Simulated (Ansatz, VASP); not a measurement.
**Two plane-wave programs on CsO2**

File INCAR:

```
SYSTEM = CsO2
ALGO = Normal
EDIFF = 1E-6
ENCUT = 520
ISIF = 2
ISMEAR = -1
LASPH = .True.
LCHARG = .False.
LREAL = .False.
LWAVE = .False.
NBANDS = 18
NELM = 60
PREC = Accurate
SIGMA = 0.15
```

The input KPOINTS:

```
k-points
0
Gamma
  8 8 8
  0 0 0
```

POSCAR

```
CsO2
1.0
   -2.2385000000      2.2385000000      3.6750000000
    2.2385000000     -2.2385000000      3.6750000000
    2.2385000000      2.2385000000     -3.6750000000
Cs O
1 2
Direct
    0.0000000000      0.0000000000      0.0000000000
    0.4189000000      0.4189000000      0.0000000000
    0.5811000000      0.5811000000      0.0000000000
```

Input for Ansatz:

```yaml
crystal:
  lattice:
    - [-2.2385, 2.2385, 3.675]
    - [2.2385, -2.2385, 3.675]
    - [2.2385, 2.2385, -3.675]
  atoms:
    - { symbol: Cs, position: [0.0, 0.0, 0.0] }
    - { symbol: O, position: [0.4189, 0.4189, 0.0] }
    - { symbol: O, position: [0.5811, 0.5811, 0.0] }
basis:
  ecutwfc: 435.3821799358
kpoints:
  mp_grid: { grid: [8, 8, 8], shift: [0.0, 0.0, 0.0] }
hamiltonian:
  xc: lda
  pseudopotentials: { kind: paw }
scf:
  occupations: { method: fermi_dirac, width: 0.15 }
output:
  forces: true
  eigenvalues: true
```

Alike in both runs: task single point; functional LDA; k mesh 8 × 8 × 8; occupations fermi-dirac, width 0.15 eV; no spin polarisation.

|  | VASP | Ansatz |
| --- | --- | --- |
| version | VASP 6.6.1 | Ansatz 0.2.0 |
| potentials or method | VASP PAW LDA potentials, release 64 (Cs_sv, O), cutoff 520 eV | plane waves, PAW |
| valence electrons in the cell | 21 | 21 |

|  | VASP | Ansatz | Ansatz less VASP |
| --- | --- | --- | --- |
| gap on the k mesh at the Fermi level (eV) | none | none | - |
| rms of the force components (eV/Å) | 4.601 | 3.707 | -0.8939 |

LDA's correlation is that of Perdew and Zunger in VASP and of Perdew and Wang (1992) in Ansatz. Atom by atom the forces differ by 0.894 eV/Å (rms over components). A gap of «none» marks a metal or a gap that the smearing closes.

Neither program's run includes spin-orbit coupling. Noted on VASP's run: the standard files for N, O and F lose accuracy on very short bonds.
